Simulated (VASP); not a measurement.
# Y (P6_3/mmc) in VASP: further runs

Runs on Y. Level: PBE. Tasks: single point.

Program: VASP 6.6.1. These are calculated values, not measurements. Logs are shortened: lines on timing, memory, paths and dates and some standing lists are left out, and cuts for length are marked.

**1. The cell of the first run**

Symmetry: P6_3/mmc, No. 194, hexagonal system. The conventional cell has a = 3.654 Å, b = 3.654 Å, c = 5.699 Å, α = 90.00°, β = 90.00°, γ = 120.00°. Y (site symmetry -6m2) has 12 Y at 3.55 to 3.65 Å within 4.7 Å.

**2. Single point, PBE**

Contents of INCAR:

```
SYSTEM = Y
PREC = Accurate
ENCUT = 520
EDIFF = 1E-7
ISMEAR = -1
SIGMA = 0.1
LREAL = .FALSE.
LASPH = .TRUE.
NELM = 100
ALGO = Normal
ISIF = 2
LWAVE = .FALSE.
LCHARG = .TRUE.
GGA = PE
LELF = .TRUE.
LVHAR = .TRUE.
NBANDS = 18
```

Contents of KPOINTS:

```
regular mesh
0
G
  5 5 3
  0 0 0
```

Contents of POSCAR:

```
Y
1.0
    3.6535431712      0.0000000000      0.0000000000
   -1.8267715856      3.1640612001      0.0000000000
    0.0000000000      0.0000000000      5.6988610241
Y
2
Direct
    0.3333333333      0.6666666667      0.2500000000
    0.6666666667      0.3333333333      0.7500000000
```

Potentials or basis: VASP PAW PBE potentials, release 64 (Y_sv).

Run with:

```bash
$ cat potpaw_PBE.64/Y_sv/POTCAR > POTCAR
$ mpirun -np 1 vasp_std > vasp.out
```

OUTCAR:

```text
SYSTEM = Y
   PREC = Accurate
   ENCUT = 520
   EDIFF = 1E-7
   ISMEAR = -1
   LREAL = .FALSE.
   LASPH = .TRUE.
   NELM = 100
   ISIF = 2
   GGA = PE

 ion  position               nearest neighbor table
   1  0.333  0.667  0.250-   2 3.55   2 3.55   2 3.55   2 3.55   2 3.55   2 3.55
   2  0.667  0.333  0.750-   1 3.55   1 3.55   1 3.55   1 3.55   1 3.55   1 3.55

  LATTYP: Found a hexagonal cell.
 ALAT       =     3.6535431712
 C/A-ratio  =     1.5598176228

  Lattice vectors:

 A1 = (   3.6535431712,   0.0000000000,   0.0000000000)
 A2 = (  -1.8267715856,   3.1640612001,   0.0000000000)
 A3 = (   0.0000000000,   0.0000000000,   5.6988610241)

Analysis of symmetry for initial positions (statically):
=====================================================================
 Subroutine PRICEL returns:
 Original cell was already a primitive cell.

 Routine SETGRP: Setting up the symmetry group for a
 hexagonal supercell.

 Subroutine GETGRP returns: Found 24 space group operations
 (whereof 12 operations were pure point group operations)
 out of a pool of 24 trial point group operations.

The static configuration has the point symmetry D_3d.
 The point group associated with its full space group is D_6h.

Analysis of symmetry for dynamics (positions and initial velocities):
=====================================================================
 Subroutine PRICEL returns:
 Original cell was already a primitive cell.

 Routine SETGRP: Setting up the symmetry group for a
 hexagonal supercell.

 Subroutine GETGRP returns: Found 24 space group operations
 (whereof 12 operations were pure point group operations)
 out of a pool of 24 trial point group operations.

The dynamic configuration has the point symmetry D_3d.
 The point group associated with its full space group is D_6h.

 Subroutine INISYM returns: Found 24 space group operations
 (whereof 12 operations are pure point group operations),
 and found     1 'primitive' translations

----------------------------------------------------------------------------------------

                                     Primitive cell

  volume of cell :      65.8790

  direct lattice vectors                    reciprocal lattice vectors
     3.653543171  0.000000000  0.000000000     0.273706907  0.158024756  0.000000000
    -1.826771586  3.164061200  0.000000000     0.000000000  0.316049513  0.000000000
     0.000000000  0.000000000  5.698861024     0.000000000  0.000000000  0.175473660

  length of vectors
     3.653543171  3.653543171  5.698861024     0.316049513  0.316049513  0.175473660

  position of ions in fractional coordinates (direct lattice)
     0.333333333  0.666666667  0.250000000
     0.666666667  0.333333333  0.750000000

  ion indices of the primitive-cell ions
   primitive index   ion index
                 1           1
                 2           2

----------------------------------------------------------------------------------------

 KPOINTS: regular mesh

Automatic generation of k-mesh.
 Grid dimensions read from file:
 generate k-points for:    5    5    3

 Generating k-lattice:

  Cartesian coordinates                     Fractional coordinates (reciprocal lattice)
     0.054741381  0.031604951  0.000000000     0.200000000  0.000000000  0.000000000
     0.000000000  0.063209903  0.000000000     0.000000000  0.200000000  0.000000000
     0.000000000  0.000000000  0.058491220     0.000000000  0.000000000  0.333333333

  Length of vectors
     0.063209903  0.063209903  0.058491220

  Shift w.r.t. Gamma in fractional coordinates (k-lattice)
     0.000000000  0.000000000  0.000000000

 Subroutine IBZKPT returns following result:
 ===========================================

 Found     10 irreducible k-points:

 Following reciprocal coordinates:
            Coordinates               Weight
  0.000000  0.000000  0.000000      1.000000
  0.200000  0.000000  0.000000      6.000000
  0.400000 -0.000000  0.000000      6.000000
  0.200000  0.200000  0.000000      6.000000
  0.400000  0.200000  0.000000      6.000000
  0.000000  0.000000  0.333333      2.000000
  0.200000  0.000000  0.333333     12.000000
  0.400000 -0.000000  0.333333     12.000000
  0.200000  0.200000  0.333333     12.000000
  0.400000  0.200000  0.333333     12.000000
   k-points           NKPTS =     10   k-points in BZ     NKDIM =     10   number of bands    NBANDS=     18
   number of dos      NEDOS =    301   number of ions     NIONS =      2
   total plane-waves  NPLWV =  32928
   dimension x,y,z NGX =    28 NGY =   28 NGZ =   42
   dimension x,y,z NGXF=    56 NGYF=   56 NGZF=   84
   ions per type =               2
   NGX,Y,Z   is equivalent  to a cutoff of  12.74, 12.74, 12.25 a.u.
   NGXF,Y,Z  is equivalent  to a cutoff of  25.48, 25.48, 24.50 a.u.
 SYSTEM =  Y
   PREC   = accura    normal or accurate (medium, high low for compatibility)
   ISTART =      0    job   : 0-new  1-cont  2-samecut
   ICHARG =      2    charge: 1-file 2-atom 10-const
   ISPIN  =      1    spin polarized calculation?
   LNONCOLLINEAR =      F non collinear calculations
   LSORBIT =      F    spin-orbit coupling
   LASPH  =      T    aspherical Exc in radial PAW
   ENCUT  =  520.0 eV  38.22 Ry    6.18 a.u.   6.79  6.79 10.60*2*pi/ulx,y,z
   NELM   =    100;   NELMIN=  2; NELMDL= -5     # of ELM steps
   EDIFF  = 0.1E-06   stopping-criterion for ELM
   LREAL  =      F    real-space projection
   EDIFFG = 0.1E-05   stopping-criterion for IOM
   NSW    =      0    number of steps for IOM
   IBRION =     -1    ionic relax: 0-MD 1-quasi-New 2-CG
   NFREE  =      0    steps in history (QN), initial steepest desc. (CG)
   ISIF   =      2    stress and relaxation
   ISYM   =      2    0-nonsym 1-usesym 2-fastsym
   POTIM  = 0.5000    time-step for ionic-motion
   TEBEG  =    0.0;   TEEND  =   0.0 temperature during run
   PSTRESS=    0.0 pullay stress
   NELECT =      22.0000    total number of electrons
   NUPDOWN=      -1.0000    fix difference up-down
   EMIN   =  10.00;   EMAX   =-10.00  energy-range for DOS
   EFERMI =   0.00;   METHOD = LEGACY
   ISMEAR =    -1;   SIGMA  =   0.10  broadening in eV -4-tet -1-fermi 0-gaus
   EFERMI_NEDOS =   21; number of points for ismear=-14 and -15
   IALGO  =     38    algorithm
   IMIX   =      4    mixing-type and parameters
     AMIX     =   0.40;   BMIX     =  1.00
     AMIX_MAG =   1.60;   BMIX_MAG =  1.00
  volume/ion in A,a.u.               =      32.94       222.29
  Fermi-wavevector in a.u.,A,eV,Ry     =   1.135795  2.146342 17.551931  1.290031
  Thomas-Fermi vector in A             =   2.272500
   LORBIT       =      0    0 simple, 1 ext, 2 COOP (PROOUT), +10 PAW based schemes
   GGA     = PE    functional components
   LHFCALC =     F    Hartree Fock is set to
   AEXX    =    0.0000 exact exchange contribution
   IVDW    =     0    specifies the selected vdW correction
   LEPSILON=     F    determine dielectric tensor
   LRPA    =     F    only Hartree local field effects (RPA)
 non-spin polarized calculation
  energy-cutoff  :      520.00
  volume of cell :       65.88
 maximum number of plane-waves:      1782
 NGX is ok and might be reduce to    28
   NGX = 13   NGY = 13   NGZ = 21

 number of electron      22.0000000 magnetization

 Free energy of the ion-electron system (eV)
  ---------------------------------------------------
  ext. energy  EPLUGINS =         0.00000000
  ---------------------------------------------------
  free energy    TOTEN  =       -12.90502532 eV

  energy without entropy =      -12.75527760  energy(sigma->0) =      -12.83015146

 E-fermi :   2.9703     XC(G=0):  -9.4139

 val. band max:        2.9604350353   @ k =   0.4000  -0.0000   0.0000
 cond. band min:       3.0669089598   @ k =   0.2000   0.2000   0.3333
 fundamental gap:      0.1064739245
 Fermi energy:         2.9702643757

 k-point     1 :       0.0000    0.0000    0.0000
  band No.  band energies     occupation
      1     -39.6978      2.00000
      2     -39.6238      2.00000
      3     -19.9843      2.00000
      4     -19.4983      2.00000
      5     -19.4983      2.00000
      6     -19.4072      2.00000
[... 10 lines left out ...]
     17       5.7378      0.00000
     18       5.7378      0.00000

 k-point     2 :       0.2000    0.0000    0.0000
  band No.  band energies     occupation
      1     -39.6800      2.00000
      2     -39.6184      2.00000
      3     -19.9177      2.00000
      4     -19.6234      2.00000
      5     -19.5400      2.00000
      6     -19.5355      2.00000
[... 10 lines left out ...]
     17       5.9051      0.00000
     18       6.0618      0.00000

 k-point     3 :       0.4000   -0.0000    0.0000
  band No.  band energies     occupation
      1     -39.6467      2.00000
      2     -39.6142      2.00000
      3     -19.8276      2.00000
      4     -19.7732      2.00000
      5     -19.7275      2.00000
      6     -19.6024      2.00000
[... 10 lines left out ...]
     17       7.5331      0.00000
     18       7.7155      0.00000

 k-point     4 :       0.2000    0.2000    0.0000
  band No.  band energies     occupation
      1     -39.6539      2.00000
      2     -39.6141      2.00000
      3     -19.8082      2.00000
      4     -19.7301      2.00000
      5     -19.7186      2.00000
      6     -19.5807      2.00000
[... 10 lines left out ...]
     17       6.9602      0.00000
     18       7.6366      0.00000

 k-point     5 :       0.4000    0.2000    0.0000
  band No.  band energies     occupation
      1     -39.6321      2.00000
      2     -39.6171      2.00000
      3     -19.8261      2.00000
      4     -19.7250      2.00000
      5     -19.6946      2.00000
      6     -19.6744      2.00000
[... 10 lines left out ...]
     17       7.8994      0.00000
     18       8.1684      0.00000

 k-point     6 :       0.0000    0.0000    0.3333
  band No.  band energies     occupation
      1     -39.6794      2.00000
      2     -39.6424      2.00000
      3     -19.8416      2.00000
      4     -19.5433      2.00000
      5     -19.4757      2.00000
      6     -19.4757      2.00000
[... 10 lines left out ...]
     17       6.6596      0.00000
     18       6.6596      0.00000

 k-point     7 :       0.2000    0.0000    0.3333
  band No.  band energies     occupation
      1     -39.6647      2.00000
      2     -39.6339      2.00000
      3     -19.8323      2.00000
      4     -19.6478      2.00000
      5     -19.5632      2.00000
      6     -19.5113      2.00000
[... 10 lines left out ...]
     17       6.5572      0.00000
     18       6.6762      0.00000

 k-point     8 :       0.4000   -0.0000    0.3333
  band No.  band energies     occupation
      1     -39.6386      2.00000
      2     -39.6223      2.00000
      3     -19.9022      2.00000
      4     -19.8343      2.00000
      5     -19.6036      2.00000
      6     -19.5662      2.00000
[... 10 lines left out ...]
     17       7.5282      0.00000
     18       7.6706      0.00000

 k-point     9 :       0.2000    0.2000    0.3333
  band No.  band energies     occupation
      1     -39.6440      2.00000
      2     -39.6241      2.00000
      3     -19.8512      2.00000
      4     -19.7827      2.00000
      5     -19.6057      2.00000
      6     -19.5946      2.00000
[... 10 lines left out ...]
     17       7.2406      0.00000
     18       7.4526      0.00000

 k-point    10 :       0.4000    0.2000    0.3333
  band No.  band energies     occupation
      1     -39.6283      2.00000
      2     -39.6208      2.00000
      3     -19.8797      2.00000
      4     -19.8365      2.00000
      5     -19.6912      2.00000
      6     -19.6049      2.00000
[... 10 lines left out ...]
     17       7.5549      0.00000
     18       8.0003      0.00000

------------------------ aborting loop because EDIFF is reached ----------------------------------------

  FORCE on cell =-STRESS in cart. coord.  units (eV):
  Direction    XX          YY          ZZ          XY          YZ          ZX
  --------------------------------------------------------------------------------------
  -------------------------------------------------------------------------------------
  Total        0.0744847      0.0744847     -0.1534317     -0.0000000      0.0000000      0.0000000
  in kB        1.8114663      1.8114663     -3.7314575     -0.0000000      0.0000000      0.0000000
  external PRESSURE =      -0.0361750 kB  Pullay stress =       0.0000000 kB

 VOLUME and BASIS-vectors are now :
 -----------------------------------------------------------------------------
  energy-cutoff  :      520.00
  volume of cell :       65.88
      direct lattice vectors                 reciprocal lattice vectors
     3.653543171  0.000000000  0.000000000     0.273706907  0.158024756  0.000000000
    -1.826771586  3.164061200  0.000000000     0.000000000  0.316049513  0.000000000
     0.000000000  0.000000000  5.698861024     0.000000000  0.000000000  0.175473660

 POSITION                                       TOTAL-FORCE (eV/Angst)
 -----------------------------------------------------------------------------------
     -0.00000      2.10937      1.42472        -0.000000     -0.000000      0.000000
      1.82677      1.05469      4.27415         0.000000      0.000000      0.000000
 -----------------------------------------------------------------------------------
    total drift:                               -0.000000      0.000000     -0.000000

  FREE ENERGIE OF THE ION-ELECTRON SYSTEM (eV)
  ---------------------------------------------------
  free  energy   TOTEN  =       -12.9050253231 eV

  energy  without entropy=      -12.7552775964  energy(sigma->0) =      -12.83015146
```

It took 60 s on 1 thread of Intel Xeon 8259CL, shared host; peak memory 0.18 GiB.

What came out:

```yaml
Free_energy: -12.9050 eV
Pressure: 0.0 GPa
Band_gap_on_the_k_mesh: zero (bands 11 and 12 overlap by 1.27 eV)
```

Caveat: the k points lie up to 0.40 Å⁻¹ apart, too coarse for converged energies and pressures of a metal.

**3. Single point, PBE**

Contents of INCAR:

```
SYSTEM = Y
ALGO = Normal ; EDIFF = 1E-6
ENCUT = 520 ; GGA = PE
ISIF = 2 ; ISMEAR = -1
LASPH = .TRUE. ; LCHARG = .TRUE.
LELF = .TRUE. ; LREAL = .FALSE.
LVHAR = .TRUE. ; LWAVE = .FALSE.
NBANDS = 18 ; NELM = 60
PREC = Accurate ; SIGMA = 0.1
```

Contents of KPOINTS:

```
k-points
0
G
  6 6 4
  0 0 0
```

POSCAR is that of step 2.

Potentials or basis: VASP PAW PBE potentials, release 64 (Y_sv).

Run with:

```bash
$ cat potpaw_PBE.64/Y_sv/POTCAR > POTCAR
$ mpirun -np 1 vasp_std > vasp.out
```

OUTCAR:

```text
SYSTEM = Y
   EDIFF = 1E-6
   ENCUT = 520
   GGA = PE
   ISIF = 2
   ISMEAR = -1
   LASPH = .TRUE.
   LREAL = .FALSE.
   NELM = 60
   PREC = Accurate

 ion  position               nearest neighbor table
   1  0.333  0.667  0.250-   2 3.55   2 3.55   2 3.55   2 3.55   2 3.55   2 3.55
   2  0.667  0.333  0.750-   1 3.55   1 3.55   1 3.55   1 3.55   1 3.55   1 3.55

  LATTYP: Found a hexagonal cell.
 ALAT       =     3.6535431712
 C/A-ratio  =     1.5598176228

  Lattice vectors:
[... 624 lines left out ...]

------------------------ aborting loop because EDIFF is reached ----------------------------------------

  FORCE on cell =-STRESS in cart. coord.  units (eV):
  Direction    XX          YY          ZZ          XY          YZ          ZX
  --------------------------------------------------------------------------------------
  -------------------------------------------------------------------------------------
  Total       -0.0435355     -0.0435355     -0.0729963      0.0000000      0.0000000      0.0000000
  in kB       -1.0587824     -1.0587824     -1.7752686      0.0000000      0.0000000      0.0000000
  external PRESSURE =      -1.2976111 kB  Pullay stress =       0.0000000 kB

 VOLUME and BASIS-vectors are now :
 -----------------------------------------------------------------------------
  energy-cutoff  :      520.00
  volume of cell :       65.88
      direct lattice vectors                 reciprocal lattice vectors
     3.653543171  0.000000000  0.000000000     0.273706907  0.158024756  0.000000000
    -1.826771586  3.164061200  0.000000000     0.000000000  0.316049513  0.000000000
     0.000000000  0.000000000  5.698861024     0.000000000  0.000000000  0.175473660

 POSITION                                       TOTAL-FORCE (eV/Angst)
 -----------------------------------------------------------------------------------
     -0.00000      2.10937      1.42472        -0.000000      0.000000      0.000000
      1.82677      1.05469      4.27415         0.000000     -0.000000      0.000000
 -----------------------------------------------------------------------------------
    total drift:                               -0.000000      0.000000     -0.000000

  FREE ENERGIE OF THE ION-ELECTRON SYSTEM (eV)
  ---------------------------------------------------
  free  energy   TOTEN  =       -12.9392591208 eV

  energy  without entropy=      -12.8271302206  energy(sigma->0) =      -12.88319467
```

OSZICAR:

```text
N       E                     dE             d eps       ncg     rms          rms(c)
DAV:   1     0.882579632343E+02    0.88258E+02   -0.11392E+04   756   0.116E+03
DAV:   2    -0.591029797959E+01   -0.94168E+02   -0.92495E+02   932   0.257E+02
DAV:   3    -0.131740409408E+02   -0.72637E+01   -0.71639E+01  1366   0.434E+01
DAV:   4    -0.133327496614E+02   -0.15871E+00   -0.15848E+00   904   0.661E+00
DAV:   5    -0.133372280925E+02   -0.44784E-02   -0.44771E-02  1056   0.818E-01    0.328E+01
DAV:   6    -0.130059958719E+02    0.33123E+00   -0.42687E-01   814   0.398E+00    0.204E+01
DAV:   7    -0.129512142456E+02    0.54782E-01   -0.85583E-01   964   0.517E+00    0.182E+00
DAV:   8    -0.129401077157E+02    0.11107E-01   -0.16409E-01   918   0.228E+00    0.115E+00
DAV:   9    -0.129391807850E+02    0.92693E-03   -0.37367E-03  1036   0.375E-01    0.392E-01
DAV:  10    -0.129393122557E+02   -0.13147E-03   -0.16961E-03   848   0.360E-01    0.305E-01
DAV:  11    -0.129392632775E+02    0.48978E-04   -0.10958E-04  1062   0.864E-02    0.517E-02
DAV:  12    -0.129392570944E+02    0.61831E-05   -0.27972E-05   822   0.447E-02    0.157E-02
DAV:  13    -0.129392588873E+02   -0.17929E-05   -0.41142E-06   858   0.173E-02    0.454E-03
DAV:  14    -0.129392591208E+02   -0.23353E-06   -0.16011E-07   452   0.341E-03
   1 F= -.12939259E+02 E0= -.12883195E+02  d E =-.112129E+00
```

Run time: 96 s. Hardware: 1 thread of Intel Xeon 8259CL, shared host; peak memory 0.19 GiB.

What came out:

```yaml
Free_energy: -12.9393 eV
Pressure: -0.1 GPa
Band_gap_on_the_k_mesh: zero (bands 11 and 12 overlap by 1.43 eV)
```

**4. Single point, PBE**

Contents of INCAR:

```
SYSTEM = Y
ALGO = Normal
EDIFF = 1E-7
ENCUT = 520
GGA = PE
ISIF = 2
ISMEAR = -1
LASPH = .TRUE.
LCHARG = .FALSE.
LREAL = .FALSE.
LWAVE = .FALSE.
NBANDS = 18
NELM = 80
PREC = Accurate
SIGMA = 0.1
```

Contents of KPOINTS:

```
k-points
0
G
  8 8 5
  0 0 0
```

POSCAR is that of step 3.

Run with:

```bash
$ cat potpaw_PBE.64/Y_sv/POTCAR > POTCAR
$ mpirun -np 1 vasp_std > vasp.out
```

It took 2.1 min on 1 thread of Intel Xeon 8259CL, shared host; peak memory 0.19 GiB.

The run converged. Its results:

```yaml
Free_energy: -12.9262 eV
Pressure: -0.1 GPa
Band_gap_on_the_k_mesh: zero (bands 11 and 12 overlap by 1.38 eV)
```

Stress tensor (GPa, compression positive):
```
-0.12  0.00  0.00
 0.00 -0.12  0.00
 0.00  0.00 -0.01
```

Levels at points of the mesh, in eV from the Fermi level:
| k point | band 8 | band 9 | band 10 | band 11 | band 12 | band 13 | band 14 | band 15 |
| --- | --- | --- | --- | --- | --- | --- | --- | --- |
| (0.00, 0.00, 0.00) | -22.37 | -4.68 | -1.84 | 0.92 | 1.75 | 1.75 | 2.09 | 2.36 |
| (0.50, 0.00, 0.00) | -22.45 | -1.67 | -1.17 | -0.79 | -0.12 | 1.42 | 1.45 | 2.09 |

(Part 1 of 2 ends here.)
